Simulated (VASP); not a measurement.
# LiH (Fm-3m) in VASP: notebook

LiH is run at these levels: LDA; tasks: single point.

All numbers are computed with VASP 6.6.1; they aren't measurements. Logs are shortened: lines on timing, memory, paths and dates and some standing lists are left out, and cuts for length are marked.

## 1. The cell of the first run

It takes space group Fm-3m (No. 225, cubic). The conventional cell has a = 3.909 Å, b = 3.909 Å, c = 3.909 Å, α = 90.00°, β = 90.00°, γ = 90.00°. Within 2.6 Å of Li (site symmetry m-3m) lie 6 H at 1.95 Å. H (site symmetry m-3m) has 6 Li at 1.95 Å within 2.6 Å.

## 2. Single point, LDA

INCAR

```
  ALGO = Normal
  EDIFF = 1E-7
  ENCUT = 520
  GGA = CA
  ISIF = 2
  ISMEAR = 0
  LASPH = True
  LCHARG = True
  LELF = True
  LREAL = False
  LVHAR = True
  LWAVE = False
  NBANDS = 9
  NELM = 80
  PREC = Accurate
  SIGMA = 0.01
```

KPOINTS

```
k-points
0
Gamma
  10 10 10
```

POSCAR

```
LiH
1.0
    0.0000000000      1.9544546344      1.9544546344
    1.9544546344      0.0000000000      1.9544546344
    1.9544546344      1.9544546344      0.0000000000
Li H
1 1
Direct
    0.0000000000      0.0000000000      0.0000000000
    0.5000000000      0.5000000000      0.5000000000
```

Potentials or basis: VASP PAW LDA potentials, release 64 (Li_sv, H).

The run is started by

```
$ cat potpaw_LDA.64/Li_sv/POTCAR potpaw_LDA.64/H/POTCAR > POTCAR
$ mpirun -np 1 vasp_std > vasp.out
```

OUTCAR:

```text
EDIFF = 1E-7
   ENCUT = 520
   GGA = CA
   ISIF = 2
   ISMEAR = 0
   LASPH = True
   LREAL = False
   NELM = 80
   PREC = Accurate

 ion  position               nearest neighbor table
   1  0.000  0.000  0.000-
   2  0.500  0.500  0.500-

  LATTYP: Found a face centered cubic cell.
 ALAT       =     3.9089092688

  Lattice vectors:

 A1 = (   0.0000000000,   1.9544546344,   1.9544546344)
 A2 = (   1.9544546344,   0.0000000000,   1.9544546344)
 A3 = (   1.9544546344,   1.9544546344,   0.0000000000)

Analysis of symmetry for initial positions (statically):
=====================================================================
 Subroutine PRICEL returns:
 Original cell was already a primitive cell.

 Routine SETGRP: Setting up the symmetry group for a
 face centered cubic supercell.

 Subroutine GETGRP returns: Found 48 space group operations
 (whereof 48 operations were pure point group operations)
 out of a pool of 48 trial point group operations.

The static configuration has the point symmetry O_h .

Analysis of symmetry for dynamics (positions and initial velocities):
=====================================================================
 Subroutine PRICEL returns:
 Original cell was already a primitive cell.

 Routine SETGRP: Setting up the symmetry group for a
 face centered cubic supercell.

 Subroutine GETGRP returns: Found 48 space group operations
 (whereof 48 operations were pure point group operations)
 out of a pool of 48 trial point group operations.

The dynamic configuration has the point symmetry O_h .

 Subroutine INISYM returns: Found 48 space group operations
 (whereof 48 operations are pure point group operations),
 and found     1 'primitive' translations

----------------------------------------------------------------------------------------

                                     Primitive cell

  volume of cell :      14.9316

  direct lattice vectors                    reciprocal lattice vectors
     0.000000000  1.954454634  1.954454634    -0.255825841  0.255825841  0.255825841
     1.954454634  0.000000000  1.954454634     0.255825841 -0.255825841  0.255825841
     1.954454634  1.954454634  0.000000000     0.255825841  0.255825841 -0.255825841

  length of vectors
     2.764016251  2.764016251  2.764016251     0.443103354  0.443103354  0.443103354

  position of ions in fractional coordinates (direct lattice)
[... 82 lines left out ...]
   NSW    =      0    number of steps for IOM
   IBRION =     -1    ionic relax: 0-MD 1-quasi-New 2-CG
   NFREE  =      0    steps in history (QN), initial steepest desc. (CG)
   ISIF   =      2    stress and relaxation
   ISYM   =      2    0-nonsym 1-usesym 2-fastsym
   POTIM  = 0.5000    time-step for ionic-motion
   TEBEG  =    0.0;   TEEND  =   0.0 temperature during run
   PSTRESS=    0.0 pullay stress
   NELECT =       4.0000    total number of electrons
   NUPDOWN=      -1.0000    fix difference up-down
   EMIN   =  10.00;   EMAX   =-10.00  energy-range for DOS
   EFERMI =   0.00;   METHOD = LEGACY
   ISMEAR =     0;   SIGMA  =   0.01  broadening in eV -4-tet -1-fermi 0-gaus
   EFERMI_NEDOS =   21; number of points for ismear=-14 and -15
   IALGO  =     38    algorithm
   IMIX   =      4    mixing-type and parameters
     AMIX     =   0.40;   BMIX     =  1.00
     AMIX_MAG =   1.60;   BMIX_MAG =  1.00
  volume/ion in A,a.u.               =       7.47        50.38
  Fermi-wavevector in a.u.,A,eV,Ry     =   1.055340  1.994304 15.153399  1.113743
  Thomas-Fermi vector in A             =   2.190535
   LORBIT       =      0    0 simple, 1 ext, 2 COOP (PROOUT), +10 PAW based schemes
   GGA     = CA    functional components
   LHFCALC =     F    Hartree Fock is set to
   AEXX    =    0.0000 exact exchange contribution
   IVDW    =     0    specifies the selected vdW correction
   LEPSILON=     F    determine dielectric tensor
   LRPA    =     F    only Hartree local field effects (RPA)
 non-spin polarized calculation
 Gauss-broadening in eV      SIGMA  =   0.01
  energy-cutoff  :      520.00
  volume of cell :       14.93
 maximum number of plane-waves:       411
 NGX is ok and might be reduce to    24
   NGX = 11   NGY = 11   NGZ = 11

 number of electron       4.0000002 magnetization

 Free energy of the ion-electron system (eV)
  ---------------------------------------------------
  ext. energy  EPLUGINS =         0.00000000
  ---------------------------------------------------
  free energy    TOTEN  =        -6.49628405 eV

  energy without entropy =       -6.49628405  energy(sigma->0) =       -6.49628405

 E-fermi :   0.8227     XC(G=0):  -9.0580

 val. band max:        0.5877950146   @ k =   0.5000   0.5000   0.0000
 cond. band min:       3.1182066812   @ k =   0.5000   0.5000   0.0000
 fundamental gap:      2.5304116667
 Fermi energy:         0.8226868570

 k-point     1 :       0.0000    0.0000    0.0000
  band No.  band energies     occupation
      1     -42.8364      2.00000
      2      -5.2579      2.00000
      3      17.7122      0.00000
      4      18.7534      0.00000
      5      18.7534      0.00000
      6      18.7534      0.00000
      7      23.7388      0.00000
      8      23.7388      0.00000
      9      23.7388      0.00000
[... 265 lines left out ...]
 k-point    24 :       0.4000    0.3000    0.0000
  band No.  band energies     occupation
      1     -42.7631      2.00000
      2      -2.0326      2.00000
      3       7.2654      0.00000
      4      11.0278      0.00000
      5      12.3713      0.00000
      6      17.1404      0.00000
      7      18.7260      0.00000
      8      31.3674      0.00000
      9      31.6233      0.00000

 [... further k-points ...]

------------------------ aborting loop because EDIFF is reached ----------------------------------------

  FORCE on cell =-STRESS in cart. coord.  units (eV):
  Direction    XX          YY          ZZ          XY          YZ          ZX
  --------------------------------------------------------------------------------------
  -------------------------------------------------------------------------------------
  Total       -0.0219123     -0.0219123     -0.0219123     -0.0000000      0.0000000     -0.0000000
  in kB       -2.3512126     -2.3512126     -2.3512126     -0.0000000      0.0000000     -0.0000000
  external PRESSURE =      -2.3512126 kB  Pullay stress =       0.0000000 kB

 VOLUME and BASIS-vectors are now :
 -----------------------------------------------------------------------------
  energy-cutoff  :      520.00
  volume of cell :       14.93
      direct lattice vectors                 reciprocal lattice vectors
     0.000000000  1.954454634  1.954454634    -0.255825841  0.255825841  0.255825841
     1.954454634  0.000000000  1.954454634     0.255825841 -0.255825841  0.255825841
     1.954454634  1.954454634  0.000000000     0.255825841  0.255825841 -0.255825841

 POSITION                                       TOTAL-FORCE (eV/Angst)
 -----------------------------------------------------------------------------------
      0.00000      0.00000      0.00000        -0.000000     -0.000000      0.000000
      1.95445      1.95445      1.95445         0.000000      0.000000     -0.000000
 -----------------------------------------------------------------------------------
    total drift:                                0.000000     -0.000000     -0.000000

  FREE ENERGIE OF THE ION-ELECTRON SYSTEM (eV)
  ---------------------------------------------------
  free  energy   TOTEN  =        -6.4962840461 eV

  energy  without entropy=       -6.4962840461  energy(sigma->0) =       -6.49628405
```

OSZICAR:

```text
N       E                     dE             d eps       ncg     rms          rms(c)
DAV:   1    -0.249720299589E+01   -0.24972E+01   -0.14741E+03   862   0.405E+02
DAV:   2    -0.669491131772E+01   -0.41977E+01   -0.41780E+01  1213   0.540E+01
DAV:   3    -0.675533809623E+01   -0.60427E-01   -0.60393E-01  1035   0.501E+00
DAV:   4    -0.675555911113E+01   -0.22101E-03   -0.22100E-03  1226   0.297E-01
DAV:   5    -0.675555950308E+01   -0.39195E-06   -0.39195E-06  1000   0.103E-02    0.285E+00
DAV:   6    -0.656171723317E+01    0.19384E+00   -0.16517E-01   950   0.120E+00    0.141E+00
DAV:   7    -0.649558655500E+01    0.66131E-01   -0.20034E-01  1035   0.145E+00    0.207E-01
DAV:   8    -0.649634594853E+01   -0.75939E-03   -0.34838E-03   968   0.418E-01    0.462E-02
DAV:   9    -0.649628380165E+01    0.62147E-04   -0.20786E-04  1093   0.570E-02    0.478E-03
DAV:  10    -0.649628398604E+01   -0.18439E-06   -0.50182E-06   993   0.171E-02    0.321E-03
DAV:  11    -0.649628404611E+01   -0.60072E-07   -0.86718E-08  1047   0.142E-03
   1 F= -.64962840E+01 E0= -.64962840E+01  d E =0.000000E+00
```

It took 6 s on 1 thread of AMD EPYC 7R13 (Zen 3), shared host; peak memory 0.09 GiB.

What came out:

| Item | Value |
| --- | --- |
| Free energy | -6.4963 eV |
| Band gap on the k mesh | 2.53 eV, direct |

Caveat: the cutoff is under 1.25 times the usual one of these potentials, so pressure, stress and relaxed cells hold a basis-set (Pulay) error.

## 3. Single point, LDA

INCAR

```
ALGO     = Normal         # electronic algorithm
EDIFF    = 1E-6           # SCF threshold, eV
ENCUT    = 520            # plane-wave cutoff, eV
ISIF     = 2              # what is computed and relaxed
ISMEAR   = 0              # smearing method
LASPH    = True           # aspherical terms in the spheres
LCHARG   = False          # write CHGCAR
LREAL    = False          # projectors in reciprocal space
LWAVE    = False          # write WAVECAR
NBANDS   = 9              # bands
NELM     = 60             # most SCF steps
PREC     = Accurate       # precision mode
SIGMA    = 0.01           # smearing width, eV
```

KPOINTS is that of step 2.

POSCAR is that of step 2.

Potentials or basis: VASP PAW LDA potentials, release 64 (Li_sv, H).

The run is started by

```
$ cat potpaw_LDA.64/Li_sv/POTCAR potpaw_LDA.64/H/POTCAR > POTCAR
$ mpirun -np 1 vasp_std > vasp.out
```

It took 4.9 s on 1 thread of AMD EPYC 7R13 (Zen 3), shared host; peak memory 0.09 GiB.

It converged, with:

- Free energy: -6.4963 eV
- Band gap on the k mesh: 2.53 eV, direct

Levels at points of the mesh, in eV from the valence-band top:
```
           k point  band 1  band 2  band 3  band 4  band 5
(0.00, 0.00, 0.00)  -43.42   -5.85   17.12   18.17   18.17
(0.50, 0.00, 0.00)  -43.36   -3.00    4.82   14.18   16.65
(0.50, 0.50, 0.00)  -43.33    0.00    2.53   10.75   10.75
```

Caveat: the cutoff is under 1.25 times the usual one of these potentials, so pressure, stress and relaxed cells hold a basis-set (Pulay) error.

## 4. Single point, LDA

This run uses another cell than the first one, of 7.35 Å³/atom, 0.985 times its volume.

INCAR

```
SYSTEM = LiH
  ALGO = Normal
  EDIFF = 1E-6
  ENCUT = 520
  ISIF = 2
  ISMEAR = 0
  LASPH = .True.
  LCHARG = .True.
  LELF = .True.
  LREAL = .False.
  LVHAR = .True.
  LWAVE = .False.
  NBANDS = 9
  NELM = 80
  PREC = Accurate
  SIGMA = 0.01
```

KPOINTS

```
k-points
0
Gamma
  10 10 10
  0 0 0
```

POSCAR

```
LiH
1.0
    0.0000000000      1.9446823612      1.9446823612
    1.9446823612      0.0000000000      1.9446823612
    1.9446823612      1.9446823612      0.0000000000
Li H
1 1
Direct
    0.0000000000      0.0000000000      0.0000000000
    0.5000000000      0.5000000000      0.5000000000
```

Potentials or basis: VASP PAW LDA potentials, release 64 (Li_sv, H).

The run is started by

```
$ cat potpaw_LDA.64/Li_sv/POTCAR potpaw_LDA.64/H/POTCAR > POTCAR
$ mpirun -np 1 vasp_std > vasp.out
```

OUTCAR:

```text
SYSTEM = LiH
   EDIFF = 1E-6
   ENCUT = 520
   ISIF = 2
   ISMEAR = 0
   LASPH = .True.
   LREAL = .False.
   NELM = 80
   PREC = Accurate

 ion  position               nearest neighbor table
   1  0.000  0.000  0.000-
   2  0.500  0.500  0.500-

  LATTYP: Found a face centered cubic cell.
 ALAT       =     3.8893647224

  Lattice vectors:

 A1 = (   0.0000000000,   1.9446823612,   1.9446823612)
 A2 = (   1.9446823612,   0.0000000000,   1.9446823612)
 A3 = (   1.9446823612,   1.9446823612,   0.0000000000)

Analysis of symmetry for initial positions (statically):
=====================================================================
 Subroutine PRICEL returns:
 Original cell was already a primitive cell.

 Routine SETGRP: Setting up the symmetry group for a
 face centered cubic supercell.

 Subroutine GETGRP returns: Found 48 space group operations
 (whereof 48 operations were pure point group operations)
 out of a pool of 48 trial point group operations.

The static configuration has the point symmetry O_h .

Analysis of symmetry for dynamics (positions and initial velocities):
=====================================================================
[... 167 lines left out ...]
      1     -42.7513      2.00000
      2      -5.2360      2.00000
      3      17.9973      0.00000
      4      18.9891      0.00000
      5      18.9891      0.00000
      6      18.9891      0.00000
      7      24.0052      0.00000
      8      24.0052      0.00000
      9      24.0052      0.00000
[... 265 lines left out ...]
 k-point    24 :       0.4000    0.3000    0.0000
  band No.  band energies     occupation
      1     -42.6739      2.00000
      2      -1.9905      2.00000
      3       7.3884      0.00000
      4      11.1775      0.00000
      5      12.5340      0.00000
      6      17.3515      0.00000
      7      19.0003      0.00000
      8      31.7423      0.00000
      9      31.9833      0.00000

 [... further k-points ...]

------------------------ aborting loop because EDIFF is reached ----------------------------------------

  FORCE on cell =-STRESS in cart. coord.  units (eV):
  Direction    XX          YY          ZZ          XY          YZ          ZX
  --------------------------------------------------------------------------------------
  -------------------------------------------------------------------------------------
  Total        0.0375911      0.0375911      0.0375911      0.0000000      0.0000000      0.0000000
  in kB        4.0946812      4.0946812      4.0946812      0.0000000      0.0000000      0.0000000
  external PRESSURE =       4.0946812 kB  Pullay stress =       0.0000000 kB

 VOLUME and BASIS-vectors are now :
 -----------------------------------------------------------------------------
  energy-cutoff  :      520.00
  volume of cell :       14.71
      direct lattice vectors                 reciprocal lattice vectors
     0.000000000  1.944682361  1.944682361    -0.257111398  0.257111398  0.257111398
     1.944682361  0.000000000  1.944682361     0.257111398 -0.257111398  0.257111398
     1.944682361  1.944682361  0.000000000     0.257111398  0.257111398 -0.257111398

 POSITION                                       TOTAL-FORCE (eV/Angst)
 -----------------------------------------------------------------------------------
      0.00000      0.00000      0.00000         0.000000      0.000000      0.000000
      1.94468      1.94468      1.94468        -0.000000     -0.000000     -0.000000
 -----------------------------------------------------------------------------------
    total drift:                                0.000000     -0.000000     -0.000000

  FREE ENERGIE OF THE ION-ELECTRON SYSTEM (eV)
  ---------------------------------------------------
  free  energy   TOTEN  =        -6.4958480967 eV

  energy  without entropy=       -6.4958480967  energy(sigma->0) =       -6.49584810
```

Run time: 3.7 s. Hardware: 1 thread of AMD EPYC 7R13 (Zen 3), shared host; peak memory 0.08 GiB.

What came out:

| Quantity | Value |
| --- | --- |
| Free energy | -6.4958 eV |
| Band gap on the k mesh | 2.51 eV, direct |

Levels at points of the mesh, in eV from the valence-band top:
```csv
k point,band 1,band 2,band 3,band 4,band 5,band 6
"(0.00, 0.00, 0.00)",-43.42,-5.90,17.33,18.32,18.32,18.32
"(0.50, 0.00, 0.00)",-43.34,-3.05,4.86,14.32,16.79,16.79
"(0.50, 0.50, 0.00)",-43.32,0.00,2.51,10.82,10.82,14.21
```

Caveat: the cutoff is under 1.25 times the usual one of these potentials, so pressure, stress and relaxed cells hold a basis-set (Pulay) error. A k mesh can miss the band edges.

## 5. Single point, LDA

This run uses another cell than the first one, of 7.58 Å³/atom, 1.015 times its volume.

INCAR

```
SYSTEM = LiH
PREC = Accurate
ENCUT = 520
EDIFF = 1E-7
ISMEAR = 0
SIGMA = 0.01
LREAL = .FALSE.
LASPH = .TRUE.
NELM = 80
ALGO = Normal
ISIF = 2
LWAVE = .FALSE.
LCHARG = .FALSE.
NBANDS = 9
```

KPOINTS

```
Automatic mesh
0
G
  10 10 10
  0 0 0
```

POSCAR

```
LiH
1.0
    0.0000000000      1.9642269076      1.9642269076
    1.9642269076      0.0000000000      1.9642269076
    1.9642269076      1.9642269076      0.0000000000
Li H
1 1
Direct
    0.0000000000      0.0000000000      0.0000000000
    0.5000000000      0.5000000000      0.5000000000
```

The run is started by

```
$ cat potpaw_LDA.64/Li_sv/POTCAR potpaw_LDA.64/H/POTCAR > POTCAR
$ mpirun -np 1 vasp_std > vasp.out
```

Wall time 5.5 s (1 thread of AMD EPYC 7R13 (Zen 3), shared host); peak memory 0.09 GiB.

The run converged. Its results:

```
Free energy            : -6.4960 eV
Band gap on the k mesh : 2.55 eV, direct
```

Levels at points of the mesh, in eV from the valence-band top:
| k point | band 1 | band 2 | band 3 | band 4 | band 5 |
| --- | --- | --- | --- | --- | --- |
| (0.00, 0.00, 0.00) | -43.43 | -5.79 | 16.92 | 18.01 | 18.01 |
| (0.50, 0.00, 0.00) | -43.37 | -2.95 | 4.78 | 14.05 | 16.51 |
| (0.50, 0.50, 0.00) | -43.35 | 0.00 | 2.55 | 10.68 | 10.68 |

Caveat: the cutoff is under 1.25 times the usual one of these potentials, so pressure, stress and relaxed cells hold a basis-set (Pulay) error.

## 6. Summary

| cell | gap on the mesh (eV) |
| --- | --- |
| a = 2.764 Å, angles 60.0°, 2 atoms | 2.53 |
| a = 2.750 Å, angles 60.0°, 2 atoms | 2.51 |
| a = 2.778 Å, angles 60.0°, 2 atoms | 2.55 |

Alike in all rows: task single point; level LDA; potentials or basis VASP PAW LDA potentials, release 64 (Li_sv, H); no spin polarisation; k mesh 10 × 10 × 10; cutoff (eV) 520; smearing gaussian 0.01 eV.

Caveats: the cutoff is under 1.25 times the usual one of these potentials, so pressure, stress and relaxed cells hold a basis-set (Pulay) error.

Absolute energies hang on the potentials; compare differences alone.
